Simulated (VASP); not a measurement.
A run of VASP 6.6.1 is set up as follows.

Contents of POSCAR:

```
Se
1.0
    6.5352200428      0.0000000000      0.0000000000
   -3.2676100214      5.6596665764      0.0000000000
    0.0000000000      0.0000000000      2.3819907434
Se
3
Direct
    1.0000000000      0.0000000000      0.0000000000
    0.3333333333      0.6666666667      0.5000000000
    0.6666666667      0.3333333333      0.5000000000
```

Contents of INCAR.step1:

```
SYSTEM = Se
ALGO = Normal ; EDIFF = 1E-4
ENCUT = 520 ; GGA = PE
ISMEAR = -1 ; LASPH = .TRUE.
LCHARG = .FALSE. ; LREAL = .FALSE.
LWAVE = .TRUE. ; NBANDS = 16
NELM = 80 ; PREC = Accurate
SIGMA = 0.1
```

INCAR.step2

```
SYSTEM = Se
ALGO = Normal ; EDIFF = 1E-6
ENCUT = 520 ; ISIF = 2
ISMEAR = -1 ; ISTART = 1
LASPH = .TRUE. ; LCHARG = .TRUE.
LELF = .TRUE. ; LMIXTAU = .TRUE.
LREAL = .FALSE. ; LVHAR = .TRUE.
LWAVE = .FALSE. ; METAGGA = R2SCAN
NBANDS = 16 ; NELM = 80
PREC = Accurate ; SIGMA = 0.1
```

The input KPOINTS:

```
k-points
0
G
  7 7 15
  0 0 0
```

Potentials or basis: VASP PAW PBE potentials, release 64 (Se).

The run is started by

```bash
$ cat potpaw_PBE.64/Se/POTCAR > POTCAR
$ cp INCAR.step1 INCAR
$ mpirun -np 1 vasp_std > vasp.out
$ cp INCAR.step2 INCAR
$ mpirun -np 1 vasp_std > vasp.out
```

Task: What does it give for the pressure?

Result: 0.7 GPa.

Task: Estimate the band gap on the k mesh.

Result: Zero (bands 9 and 10 overlap by 2.06 eV).

Stress tensor (GPa, compression positive):
```
0.09 0.00 0.00
0.00 0.09 0.00
0.00 0.00 2.02
```

Caveat: the PAW data sets were made with another functional, which shifts forces and pressure a little.
